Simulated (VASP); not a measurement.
A run of VASP 6.6.1:

Contents of INCAR:

```
SYSTEM = BeCd3S4
PREC = Accurate
ENCUT = 520
EDIFF = 1E-7
ISMEAR = 0
SIGMA = 0.01
LREAL = .FALSE.
LASPH = .TRUE.
NELM = 80
ALGO = Normal
ISIF = 2
LWAVE = .FALSE.
LCHARG = .FALSE.
GGA = PE
NBANDS = 41
```

Contents of KPOINTS:

```
Automatic mesh
0
G
  4 4 4
  0 0 0
```

File POSCAR:

```
BeCd3S4
1.0
    5.6503435759      0.0000000000      0.0000000000
    0.0000000000      5.6503435759      0.0000000000
    0.0000000000      0.0000000000      5.6503435759
Be S Cd
1 4 3
Direct
    0.0000000000      0.0000000000      0.0000000000
    0.2208213992      0.2208213992      0.2208213992
    0.7791786008      0.7791786008      0.2208213992
    0.7791786008      0.2208213992      0.7791786008
    0.2208213992      0.7791786008      0.7791786008
    0.5000000000      0.5000000000      0.0000000000
    0.5000000000      0.0000000000      0.5000000000
    0.0000000000      0.5000000000      0.5000000000
```

Potentials or basis: VASP PAW PBE potentials, release 64 (Be, S, Cd).

Run with:

```sh
$ cat potpaw_PBE.64/Be/POTCAR potpaw_PBE.64/S/POTCAR potpaw_PBE.64/Cd/POTCAR > POTCAR
$ mpirun -np 1 vasp_std > vasp.out
```

Hardware: 1 thread of Intel(R) Xeon(R) 6975P-C (Granite Rapids), on a shared host.

**Question.** Estimate the wall time of this run.

**Answer.** Run time: 37 s on 1 thread of Intel(R) Xeon(R) 6975P-C (Granite Rapids), with other jobs on the host, peak memory 0.28 GiB. Counts: scf iterations 17, k points 10.
